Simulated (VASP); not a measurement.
Runs of VASP 6.6.1 on NbAg4. The structure is that of space group Im-3m (No. 229), or close to it. The cells are those of the table. The cell was built from a structure type or drawn by symmetry, and may not be a known phase.

| task | cell | k mesh | cutoff (eV) | gap on the mesh (eV) | pressure (GPa) | relaxed volume (Å³/atom) |
| --- | --- | --- | --- | --- | --- | --- |
| single point | a = 5.366 Å, angles 109.5°, 5 atoms | 4 × 4 × 4 | 520 | none | 0.0 | - |
| single point | a = 5.377 Å, angles 109.5°, 5 atoms | 8 × 8 × 8 | 520 | none | 0.0 | - |
| relaxation of cell and atoms | relaxed from a = 5.366 Å, angles 109.5°, 5 atoms | 8 × 8 × 8 | 600 | none | 0.0 | 23.91 |
| single point | a = 5.063 Å, angles 109.5°, 5 atoms | 4 × 4 × 4 | 520 | none | (a) | - |
| relaxation of cell and atoms | relaxed from a = 5.063 Å, angles 109.5°, 5 atoms | 4 × 4 × 4 | 600 | none | 0.0 | 23.76 |

Alike in all rows: level PBE; potentials or basis VASP PAW PBE potentials, release 64 (Nb_sv, Ag); no spin polarisation; smearing gaussian 0.1 eV.

Task: Estimate the missing entries.

Result: (a) 16.3.

Caveats: some runs use coarse meshes; the volume moved by over 15 % at a fixed basis, so the end points are rough (at least some runs).

A k mesh can miss the band edges, and the runs leave out spin-orbit coupling on Ag, Nb.

A gap of «none» marks levels without a gap at the run's occupations.
